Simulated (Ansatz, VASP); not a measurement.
**Sn in VASP and in Ansatz**

```
Sn
1.0
    -1.65604    2.02629    2.02532
     1.65604   -2.02629    2.02532
     1.65604    2.02629   -2.02532
Sn
1
Direct
  0.00000 0.00000 0.00000
```

Alike in both runs: functional r2SCAN; k mesh 16 × 16 × 16; occupations gaussian, width 0.1 eV; no spin polarisation.

Ansatz relaxed the structure, and its values are those at the end. VASP's run is a single point on that final structure, the one shown.

|  | VASP | Ansatz |
| --- | --- | --- |
| version | VASP 6.6.1 | Ansatz 0.2.0 |
| potentials or method | VASP PAW PBE potentials, release 64 (Sn_d), cutoff 520 eV | scalar-relativistic, plane waves, PAW |
| valence electrons in the cell | 14 | 14 |

|  | VASP | Ansatz | Ansatz less VASP |
| --- | --- | --- | --- |
| gap on the k mesh at the Fermi level (eV) | none | none | - |
| pressure (GPa) | 0.0 | 0.0 | 0.00 |

VASP's potentials were made for PBE, not for r2SCAN. A gap of «none» marks a metal or a gap that the smearing closes.
